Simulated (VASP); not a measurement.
## KBr: single point with r2SCANh

Crystal: KBr.

```
K Br
1.0
     0.00000    3.68830    3.68830
     3.68830    0.00000    3.68830
     3.68830    3.68830    0.00000
K Br
1 1
Direct
  0.00000 0.00000 0.00000
  0.25000 0.25000 0.25000
```

| Item | Value |
| --- | --- |
| Program | VASP 6.6.1 |
| Task | single point |
| Functional | r2SCANh |
| Potentials or basis | VASP PAW PBE potentials, release 64 (K_sv, Br) |
| Cutoff | 520 eV |
| k mesh | 4 × 4 × 4 |
| Occupations | gaussian, width 0.01 eV |
| Spin | no spin polarisation |
| Dipole correction | no |
| Grid for exact exchange (PRECFOCK) | Normal |
| Further INCAR settings | ALGO = Normal; EDIFF = 1e-06; NBANDS = 15 |

```json
{"Pressure": "0.0 GPa", "Band gap on the k mesh": "5.46 eV, indirect (least direct gap 5.48 eV)"}
```

Levels at points of the mesh, in eV from the valence-band top:
```csv
k point,band 5,band 6,band 7,band 8,band 9,band 10,band 11,band 12
"(0.00, 0.00, 0.00)",-11.93,-0.01,-0.01,-0.01,5.46,10.14,10.14,11.08
"(0.50, 0.00, 0.00)",-11.71,-0.39,0.00,0.00,7.82,8.15,9.61,9.61
"(0.50, 0.50, 0.00)",-11.64,-0.43,-0.02,-0.02,7.17,8.45,10.57,11.03
```

It took 12 min on 1 thread of Intel(R) Xeon(R) Platinum 8375C CPU @ 2.90GHz (Ice Lake) (shared host), peak memory 0.28 GiB.

Caveat: the PAW data sets were made with another functional, which shifts forces and pressure a little. A k mesh can miss the band edges.
